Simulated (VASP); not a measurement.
# SnSe (Fm-3m) in VASP: a series of runs

The runs below take SnSe through relaxation of the atoms, single point, with r2SCAN, LDA, PBEsol, PBE.

All numbers are computed with VASP 6.6.1; they aren't measurements. Logs are shortened: lines on timing, memory, paths and dates and some standing lists are left out, and cuts for length are marked.

## Step 1: The cell of the first run

It takes space group Fm-3m (No. 225, cubic). Conventional cell: a = 6.133 Å, b = 6.133 Å, c = 6.133 Å, α = 90.00°, β = 90.00°, γ = 90.00°. Sn (site symmetry m-3m) has 6 Se at 3.07 Å within 4.0 Å. Within 4.0 Å of Se (site symmetry m-3m) lie 6 Sn at 3.07 Å.

## Step 2: Relaxation of the atoms, r2SCAN

POSCAR

```
SnSe
1.0
    0.0000000000      3.0666316200      3.0666316200
    3.0666316200      0.0000000000      3.0666316200
    3.0666316200      3.0666316200      0.0000000000
Sn Se
1 1
Direct
    0.0000000000      0.0000000000      0.0000000000
    0.5000000000      0.5000000000      0.5000000000
```

INCAR.step1

```
SYSTEM = SnSe
PREC = Accurate ; ENCUT = 520
ISMEAR = -1 ; SIGMA = 0.02
LREAL = .FALSE. ; LASPH = .TRUE.
NELM = 60 ; GGA = PE
ALGO = Normal ; EDIFF = 1E-4
LWAVE = .TRUE. ; LCHARG = .FALSE.
```

INCAR.step2

```
SYSTEM = SnSe
PREC = Accurate ; ENCUT = 520
EDIFF = 1E-6 ; ISMEAR = -1
SIGMA = 0.02 ; LREAL = .FALSE.
LASPH = .TRUE. ; NELM = 60
ALGO = Normal ; ISIF = 2
LWAVE = .FALSE. ; LCHARG = .FALSE.
METAGGA = R2SCAN ; LMIXTAU = .TRUE.
IBRION = 2 ; NSW = 50
EDIFFG = -0.01 ; ISTART = 1
```

KPOINTS

```
regular mesh
0
G
  8 8 8
  0 0 0
```

Potentials or basis: VASP PAW PBE potentials, release 64 (Sn_d, Se).

Run with:

```sh
cat potpaw_PBE.64/Sn_d/POTCAR potpaw_PBE.64/Se/POTCAR > POTCAR
cp INCAR.step1 INCAR
mpirun -np 1 vasp_std > vasp.out
cp INCAR.step2 INCAR
mpirun -np 1 vasp_std > vasp.out
```

OUTCAR:

```text
SYSTEM = SnSe
   PREC = Accurate
   ENCUT = 520
   EDIFF = 1E-6
   ISMEAR = -1
   LREAL = .FALSE.
   LASPH = .TRUE.
   NELM = 60
   ISIF = 2
   METAGGA = R2SCAN
   IBRION = 2
   NSW = 50
   EDIFFG = -0.01
   ISTART = 1

 ion  position               nearest neighbor table
   1  0.000  0.000  0.000-   2 3.07   2 3.07   2 3.07   2 3.07   2 3.07   2 3.07
   2  0.500  0.500  0.500-   1 3.07   1 3.07   1 3.07   1 3.07   1 3.07   1 3.07

  LATTYP: Found a face centered cubic cell.
 ALAT       =     6.1332632400

  Lattice vectors:

 A1 = (   0.0000000000,   3.0666316200,   3.0666316200)
 A2 = (   3.0666316200,   0.0000000000,   3.0666316200)
 A3 = (   3.0666316200,   3.0666316200,   0.0000000000)

Analysis of symmetry for initial positions (statically):
=====================================================================
 Subroutine PRICEL returns:
 Original cell was already a primitive cell.

 Routine SETGRP: Setting up the symmetry group for a
 face centered cubic supercell.

 Subroutine GETGRP returns: Found 48 space group operations
 (whereof 48 operations were pure point group operations)
 out of a pool of 48 trial point group operations.

The static configuration has the point symmetry O_h .

Analysis of symmetry for dynamics (positions and initial velocities):
=====================================================================
 Subroutine PRICEL returns:
 Original cell was already a primitive cell.

 Routine SETGRP: Setting up the symmetry group for a
 face centered cubic supercell.

 Subroutine GETGRP returns: Found 48 space group operations
 (whereof 48 operations were pure point group operations)
 out of a pool of 48 trial point group operations.

The dynamic configuration has the point symmetry O_h .

 Subroutine INISYM returns: Found 48 space group operations
 (whereof 48 operations are pure point group operations),
 and found     1 'primitive' translations

----------------------------------------------------------------------------------------

                                     Primitive cell

  volume of cell :      57.6786

  direct lattice vectors                    reciprocal lattice vectors
     0.000000000  3.066631620  3.066631620    -0.163045342  0.163045342  0.163045342
     3.066631620  0.000000000  3.066631620     0.163045342 -0.163045342  0.163045342
     3.066631620  3.066631620  0.000000000     0.163045342  0.163045342 -0.163045342

  length of vectors
     4.336872028  4.336872028  4.336872028     0.282402816  0.282402816  0.282402816

  position of ions in fractional coordinates (direct lattice)
     0.000000000  0.000000000  0.000000000
     0.500000000  0.500000000  0.500000000

  ion indices of the primitive-cell ions
   primitive index   ion index
                 1           1
                 2           2

----------------------------------------------------------------------------------------

 KPOINTS: regular mesh

Automatic generation of k-mesh.
 Grid dimensions read from file:
 generate k-points for:    8    8    8

 Generating k-lattice:

  Cartesian coordinates                     Fractional coordinates (reciprocal lattice)
    -0.020380668  0.020380668  0.020380668     0.125000000  0.000000000  0.000000000
     0.020380668 -0.020380668  0.020380668     0.000000000  0.125000000  0.000000000
     0.020380668  0.020380668 -0.020380668     0.000000000  0.000000000  0.125000000

  Length of vectors
     0.035300352  0.035300352  0.035300352

  Shift w.r.t. Gamma in fractional coordinates (k-lattice)
     0.000000000  0.000000000  0.000000000

 Subroutine IBZKPT returns following result:
 ===========================================

 Found     29 irreducible k-points:

 Following reciprocal coordinates:
            Coordinates               Weight
  0.000000  0.000000  0.000000      1.000000
  0.125000  0.000000  0.000000      8.000000
  0.250000  0.000000  0.000000      8.000000
  0.375000  0.000000  0.000000      8.000000
  0.500000  0.000000  0.000000      4.000000
  0.125000  0.125000  0.000000      6.000000
[... 16 lines left out ...]
  0.500000  0.250000  0.125000     48.000000
 -0.375000  0.250000  0.125000     24.000000
 [... further k-points ...]
   k-points           NKPTS =     29   k-points in BZ     NKDIM =     29   number of bands    NBANDS=     14
   number of dos      NEDOS =    301   number of ions     NIONS =      2
   total plane-waves  NPLWV =  32768
   dimension x,y,z NGX =    32 NGY =   32 NGZ =   32
   dimension x,y,z NGXF=    64 NGYF=   64 NGZF=   64
   ions per type =               1   1
   NGX,Y,Z   is equivalent  to a cutoff of  12.27, 12.27, 12.27 a.u.
   NGXF,Y,Z  is equivalent  to a cutoff of  24.53, 24.53, 24.53 a.u.
 SYSTEM =  SnSe
   PREC   = accura    normal or accurate (medium, high low for compatibility)
   ISTART =      1    job   : 0-new  1-cont  2-samecut
   ICHARG =      0    charge: 1-file 2-atom 10-const
   ISPIN  =      1    spin polarized calculation?
   LNONCOLLINEAR =      F non collinear calculations
   LSORBIT =      F    spin-orbit coupling
   LASPH  =      T    aspherical Exc in radial PAW
   ENCUT  =  520.0 eV  38.22 Ry    6.18 a.u.   8.06  8.06  8.06*2*pi/ulx,y,z
   NELM   =     60;   NELMIN=  2; NELMDL=  0     # of ELM steps
   EDIFF  = 0.1E-05   stopping-criterion for ELM
   LREAL  =      F    real-space projection
   EDIFFG = -.1E-01   stopping-criterion for IOM
   NSW    =     50    number of steps for IOM
   IBRION =      2    ionic relax: 0-MD 1-quasi-New 2-CG
   NFREE  =      1    steps in history (QN), initial steepest desc. (CG)
   ISIF   =      2    stress and relaxation
   ISYM   =      2    0-nonsym 1-usesym 2-fastsym
   POTIM  = 0.5000    time-step for ionic-motion
   TEBEG  =    0.0;   TEEND  =   0.0 temperature during run
   PSTRESS=    0.0 pullay stress
   NELECT =      20.0000    total number of electrons
   NUPDOWN=      -1.0000    fix difference up-down
   EMIN   =  10.00;   EMAX   =-10.00  energy-range for DOS
   EFERMI =   0.00;   METHOD = LEGACY
   ISMEAR =    -1;   SIGMA  =   0.02  broadening in eV -4-tet -1-fermi 0-gaus
   EFERMI_NEDOS =   21; number of points for ismear=-14 and -15
   IALGO  =     38    algorithm
   IMIX   =      4    mixing-type and parameters
     AMIX     =   0.40;   BMIX     =  1.00
     AMIX_MAG =   1.60;   BMIX_MAG =  1.00
  volume/ion in A,a.u.               =      28.84       194.62
  Fermi-wavevector in a.u.,A,eV,Ry     =   1.150129  2.173429 17.997742  1.322797
  Thomas-Fermi vector in A             =   2.286795
   LORBIT       =      0    0 simple, 1 ext, 2 COOP (PROOUT), +10 PAW based schemes
   METAGGA = R2SCAN    functional components
   LHFCALC =     F    Hartree Fock is set to
   AEXX    =    0.0000 exact exchange contribution
   IVDW    =     0    specifies the selected vdW correction
   LEPSILON=     F    determine dielectric tensor
   LRPA    =     F    only Hartree local field effects (RPA)
 conjugate gradient relaxation of ions
 non-spin polarized calculation
  energy-cutoff  :      520.00
  volume of cell :       57.68
 maximum number of plane-waves:      1588
   NGX = 17   NGY = 17   NGZ = 17

 number of electron      19.9999991 magnetization

 Free energy of the ion-electron system (eV)
  ---------------------------------------------------
  ext. energy  EPLUGINS =         0.00000000
  ---------------------------------------------------
  free energy    TOTEN  =       -39.85007441 eV

  energy without entropy =      -39.85005482  energy(sigma->0) =      -39.85006462

 E-fermi :   5.2314     XC(G=0):  -9.9181

 val. band max:        5.1254150521   @ k =   0.5000   0.0000   0.0000
 cond. band min:       5.3373566862   @ k =   0.5000   0.0000   0.0000
 fundamental gap:      0.2119416340
 Fermi energy:         5.2313858732

 k-point     1 :       0.0000    0.0000    0.0000
  band No.  band energies     occupation
      1     -17.4731      2.00000
      2     -17.4731      2.00000
      3     -17.4731      2.00000
      4     -17.4726      2.00000
      5     -17.4726      2.00000
      6      -9.2441      2.00000
      7      -0.3495      2.00000
      8       2.6282      2.00000
      9       2.6283      2.00000
     10       2.6283      2.00000
     11       9.2344      0.00000
     12       9.2345      0.00000
     13       9.2345      0.00000
     14      11.2090      0.00000

 k-point     2 :       0.1250    0.0000    0.0000
  band No.  band energies     occupation
      1     -17.4738      2.00000
      2     -17.4737      2.00000
      3     -17.4728      2.00000
      4     -17.4716      2.00000
      5     -17.4715      2.00000
      6      -9.1419      2.00000
      7      -0.9025      2.00000
      8       2.6509      2.00000
      9       2.6509      2.00000
     10       3.0825      2.00000
     11       8.4302      0.00000
     12       8.5482      0.00000
     13       8.5483      0.00000
     14      11.1601      0.00000

 k-point     3 :       0.2500    0.0000    0.0000
  band No.  band energies     occupation
      1     -17.4762      2.00000
      2     -17.4761      2.00000
      3     -17.4720      2.00000
      4     -17.4679      2.00000
      5     -17.4679      2.00000
      6      -8.8691      2.00000
      7      -1.9393      2.00000
      8       2.7228      2.00000
      9       2.7229      2.00000
     10       3.8623      2.00000
     11       7.1454      0.00000
     12       7.4309      0.00000
     13       7.4309      0.00000
     14      11.4442      0.00000
[... 324 lines left out ...]
 k-point    23 :       0.5000    0.2500    0.1250
  band No.  band energies     occupation
      1     -17.4833      2.00000
      2     -17.4748      2.00000
      3     -17.4712      2.00000
      4     -17.4650      2.00000
      5     -17.4631      2.00000
      6      -8.3837      2.00000
      7      -2.5655      2.00000
      8       1.2421      2.00000
      9       2.0533      2.00000
     10       3.8245      2.00000
     11       6.4091      0.00000
     12       7.7671      0.00000
     13       9.0141      0.00000
     14      11.3486      0.00000

 k-point    24 :      -0.3750    0.2500    0.1250
  band No.  band energies     occupation
      1     -17.4841      2.00000
      2     -17.4756      2.00000
      3     -17.4690      2.00000
      4     -17.4661      2.00000
      5     -17.4620      2.00000
      6      -8.2584      2.00000
      7      -2.7789      2.00000
      8       1.2208      2.00000
      9       1.7243      2.00000
     10       4.0170      2.00000
     11       6.0758      0.00000
     12       8.0724      0.00000
     13       8.8989      0.00000
     14      12.4479      0.00000

 [... further k-points ...]

------------------------ aborting loop because EDIFF is reached ----------------------------------------

  FORCE on cell =-STRESS in cart. coord.  units (eV):
  Direction    XX          YY          ZZ          XY          YZ          ZX
  --------------------------------------------------------------------------------------
  -------------------------------------------------------------------------------------
  Total       -0.9932243     -0.9932243     -0.9932243     -0.0000000      0.0000000      0.0000000
  in kB      -27.5894534    -27.5894534    -27.5894534     -0.0000000      0.0000000      0.0000000
  external PRESSURE =     -27.5894534 kB  Pullay stress =       0.0000000 kB

 VOLUME and BASIS-vectors are now :
 -----------------------------------------------------------------------------
  energy-cutoff  :      520.00
  volume of cell :       57.68
      direct lattice vectors                 reciprocal lattice vectors
     0.000000000  3.066631620  3.066631620    -0.163045342  0.163045342  0.163045342
     3.066631620  0.000000000  3.066631620     0.163045342 -0.163045342  0.163045342
     3.066631620  3.066631620  0.000000000     0.163045342  0.163045342 -0.163045342

 POSITION                                       TOTAL-FORCE (eV/Angst)
 -----------------------------------------------------------------------------------
      0.00000      0.00000      0.00000        -0.000000      0.000000     -0.000000
      3.06663      3.06663      3.06663         0.000000     -0.000000      0.000000
 -----------------------------------------------------------------------------------
    total drift:                                0.000000     -0.000000     -0.000000

  FREE ENERGIE OF THE ION-ELECTRON SYSTEM (eV)
  ---------------------------------------------------
  free  energy   TOTEN  =       -39.8500744112 eV

  energy  without entropy=      -39.8500548228  energy(sigma->0) =      -39.85006462

 reached required accuracy - stopping structural energy minimisation
```

It took 95 s on 1 thread of Intel Xeon 8259CL, shared host; peak memory 0.2 GiB.

Results:

```yaml
Free_energy: -39.8501 eV
Pressure_after_relaxing: -2.8 GPa
Band_gap_on_the_k_mesh: 0.21 eV
```

Final structure:
```xyz
2
Lattice="0.0000 3.0666 3.0666 3.0666 0.0000 3.0666 3.0666 3.0666 0.0000" Properties=species:S:1:pos:R:3 pbc="T T T"
Sn    0.0000    0.0000    0.0000
Se    3.0666    3.0666    3.0666
```

Levels at points of the mesh, in eV from the valence-band top:
```
           k point  band 6  band 7  band 8  band 9  band 10  band 11  band 12  band 13  band 14
(0.00, 0.00, 0.00)  -14.37   -5.47   -2.50   -2.50    -2.50     4.11     4.11     4.11     6.08
(0.50, 0.00, 0.00)  -13.52   -8.32   -2.24   -2.24     0.00     0.21     1.14     1.14     8.37
(0.50, 0.50, 0.00)  -13.27   -6.38   -5.58   -3.86    -3.86     3.27     5.11     5.11     5.75
```

Caveat: the relaxation stopped at its first step, so nothing moved; the PAW data sets were made with another functional, which shifts forces and pressure a little; spin-orbit coupling is left out, which moves the levels of the heavy elements. A k mesh can miss the band edges.

## Step 3: Single point, LDA

This run uses another cell than the first one, of 25.58 Å³/atom.

INCAR

```
SYSTEM = SnSe
PREC = Accurate
ENCUT = 520
EDIFF = 1E-7
ISMEAR = -1
SIGMA = 0.02
LREAL = .FALSE.
LASPH = .TRUE.
NELM = 80
ALGO = Normal
ISIF = 2
LWAVE = .FALSE.
LCHARG = .FALSE.
GGA = CA
NBANDS = 17
```

KPOINTS

```
Automatic mesh
0
G
  8 8 8
  0 0 0
```

POSCAR

```
SnSe
1.0
    0.0000000000      2.9464561409      2.9464561409
    2.9464561409      0.0000000000      2.9464561409
    2.9464561409      2.9464561409      0.0000000000
Sn Se
1 1
Direct
    0.0000000000      0.0000000000      0.0000000000
    0.5000000000      0.5000000000      0.5000000000
```

Potentials or basis: VASP PAW LDA potentials, release 64 (Sn_d, Se).

Run with:

```sh
cat potpaw_LDA.64/Sn_d/POTCAR potpaw_LDA.64/Se/POTCAR > POTCAR
mpirun -np 1 vasp_std > vasp.out
```

It took 7.8 s on 1 thread of Intel Xeon 6975P-C (Granite Rapids), shared host; peak memory 0.16 GiB.

It converged, with:

* Free energy: -9.5097 eV
* Pressure: 0.1 GPa
* Band gap on the k mesh: 0.77 eV (least direct gap 0.92 eV)

Levels at points of the mesh, in eV from the valence-band top:
```tsv
k point	band 7	band 8	band 9	band 10	band 11	band 12	band 13	band 14
(0.00, 0.00, 0.00)	-4.84	-2.23	-2.23	-2.23	4.59	4.59	4.59	5.92
(0.50, 0.00, 0.00)	-8.32	-1.95	-1.95	-0.01	0.90	1.27	1.27	8.46
(0.50, 0.50, 0.00)	-6.00	-5.80	-3.81	-3.81	2.90	5.75	5.75	6.42
```

Caveat: spin-orbit coupling is left out, which moves the levels of the heavy elements. A k mesh can miss the band edges.

## Step 4: Single point, PBEsol

This run uses another cell than the first one, of 26.27 Å³/atom.

INCAR

```
  ALGO = Normal
  EDIFF = 1E-7
  ENCUT = 520
  GGA = PS
  ISIF = 2
  ISMEAR = -1
  LASPH = T
  LCHARG = F
  LREAL = F
  LWAVE = F
  NBANDS = 17
  NELM = 60
  PREC = Accurate
  SIGMA = 0.02
```

KPOINTS

```
k-points
0
Gamma
  8 8 8
```

POSCAR

```
SnSe
1.0
    0.0000000000      2.9725895135      2.9725895135
    2.9725895135      0.0000000000      2.9725895135
    2.9725895135      2.9725895135      0.0000000000
Sn Se
1 1
Direct
    0.0000000000      0.0000000000      0.0000000000
    0.5000000000      0.5000000000      0.5000000000
```

Potentials or basis: VASP PAW PBE potentials, release 64 (Sn_d, Se).

Run with:

```sh
cat potpaw_PBE.64/Sn_d/POTCAR potpaw_PBE.64/Se/POTCAR > POTCAR
mpirun -np 1 vasp_std > vasp.out
```

Run time: 9.9 s. Hardware: 1 thread of Intel Xeon 6975P-C (Granite Rapids), shared host; peak memory 0.18 GiB.

Results (log left out):

```yaml
Free_energy: -8.9856 eV
Pressure: 0.0 GPa
Band_gap_on_the_k_mesh: 0.75 eV (least direct gap 0.82 eV)
```

Levels at points of the mesh, in eV from the valence-band top:
```
           k point  band 7  band 8  band 9  band 10  band 11  band 12  band 13  band 14
(0.00, 0.00, 0.00)   -4.87   -2.18   -2.18    -2.18     4.54     4.54     4.54     5.87
(0.50, 0.00, 0.00)   -8.17   -1.92   -1.92     0.00     0.82     1.30     1.30     8.34
(0.50, 0.50, 0.00)   -5.94   -5.65   -3.71    -3.71     2.91     5.65     5.65     6.29
```

Caveat: the PAW data sets were made with another functional, which shifts forces and pressure a little; spin-orbit coupling is left out, which moves the levels of the heavy elements.

## Step 5: Single point, PBE

This run uses another cell than the first one, of 27.77 Å³/atom.

INCAR

```
ALGO = Normal
EDIFF = 1E-6
ENCUT = 520
GGA = PE
ISIF = 2
ISMEAR = -1
LASPH = True
LCHARG = False
LREAL = False
LWAVE = False
NBANDS = 17
NELM = 100
PREC = Accurate
SIGMA = 0.02
```

KPOINTS is that of step 4.

POSCAR

```
SnSe
1.0
    0.0000000000      3.0283352844      3.0283352844
    3.0283352844      0.0000000000      3.0283352844
    3.0283352844      3.0283352844      0.0000000000
Sn Se
1 1
Direct
    0.0000000000      0.0000000000      0.0000000000
    0.5000000000      0.5000000000      0.5000000000
```

Run with:

```sh
cat potpaw_PBE.64/Sn_d/POTCAR potpaw_PBE.64/Se/POTCAR > POTCAR
mpirun -np 1 vasp_std > vasp.out
```

Wall time 11 s (1 thread of Intel Xeon 6975P-C (Granite Rapids), shared host); peak memory 0.18 GiB.

The run converged. Its results:

* Free energy: -8.2220 eV
* Pressure: 0.0 GPa
* Band gap on the k mesh: 0.50 eV

Levels at points of the mesh, in eV from the valence-band top:
```
           k point  band 7  band 8  band 9  band 10  band 11  band 12  band 13  band 14
(0.00, 0.00, 0.00)   -5.13   -2.15   -2.15    -2.15     4.24     4.24     4.24     5.88
(0.50, 0.00, 0.00)   -7.96   -1.91   -1.91     0.00     0.50     1.25     1.25     8.19
(0.50, 0.50, 0.00)   -6.01   -5.35   -3.56    -3.56     3.08     5.24     5.24     5.84
```

Caveat: spin-orbit coupling is left out, which moves the levels of the heavy elements. A k mesh can miss the band edges.

## Step 6: The runs side by side

| task | level | potentials or basis | cell | gap on the mesh (eV) | pressure (GPa) |
| --- | --- | --- | --- | --- | --- |
| relaxation of the atoms | r2SCAN | VASP PAW PBE potentials, release 64 (Sn_d, Se) | atoms relaxed from a = 4.337 Å, angles 60.0°, 2 atoms | 0.21 | -2.8 |
| single point | LDA | VASP PAW LDA potentials, release 64 (Sn_d, Se) | a = 4.167 Å, angles 60.0°, 2 atoms | 0.77 | 0.1 |
| single point | PBEsol | VASP PAW PBE potentials, release 64 (Sn_d, Se) | a = 4.204 Å, angles 60.0°, 2 atoms | 0.75 | 0.0 |
| single point | PBE | VASP PAW PBE potentials, release 64 (Sn_d, Se) | a = 4.283 Å, angles 60.0°, 2 atoms | 0.50 | 0.0 |

Alike in all rows: no spin polarisation; k mesh 8 × 8 × 8; cutoff (eV) 520; smearing fermi-dirac 0.02 eV.

Caveats: spin-orbit coupling is left out, which moves the levels of the heavy elements; the PAW data sets were made with another functional, which shifts forces and pressure a little (at least some runs); the relaxation stopped at its first step, so nothing moved (at least some runs).

Total energies depend on the potentials used, so only differences within one code and one set of settings carry meaning.
